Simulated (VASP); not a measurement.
# BN: single point with LDA

The system is BN.

```
N B
1.0
     2.54105    0.00000    0.00000
    -1.26312    2.20487    0.00000
    -0.63896   -1.10243    3.06231
N B
1 1
Direct
  0.66851 0.33238 0.98500
  0.97964 0.98350 0.00181
```

- Program: VASP 6.6.1
- Task: single point
- Functional: LDA
- Potentials or basis: VASP PAW LDA potentials, release 64 (N, B)
- Cutoff: 520 eV
- k mesh: 13 × 13 × 9
- Occupations: fermi-dirac, width 0.05 eV
- Spin: no spin polarisation

* Pressure: -13.1 GPa
* Largest force: 2.469 eV/Å
* Band gap on the k mesh: 2.65 eV, indirect (least direct gap 4.30 eV)

Forces in eV/Å, atoms in the order of the input:
```
N   -1.486 -1.865  0.639
B    1.486  1.865 -0.639
```

Stress tensor (GPa, compression positive):
```
-24.94  -3.46   0.45
 -3.46 -16.52   1.04
  0.45   1.04   2.24
```

Levels at points of the mesh, in eV from the valence-band top:
```tsv
k point	band 2	band 3	band 4	band 5	band 6	band 7
(0.00, 0.00, 0.00)	-3.76	-2.57	-0.98	5.04	9.70	11.77
```

Wall time 48 s on 1 thread of Intel(R) Xeon(R) 6975P-C (Granite Rapids) (shared host), peak memory 0.23 GiB.

Caveat: forces of over 1 eV/Å act on the atoms, so gaps and moduli don't describe the material at rest. A hybrid or GW would open this gap; LDA tends to underestimate it.
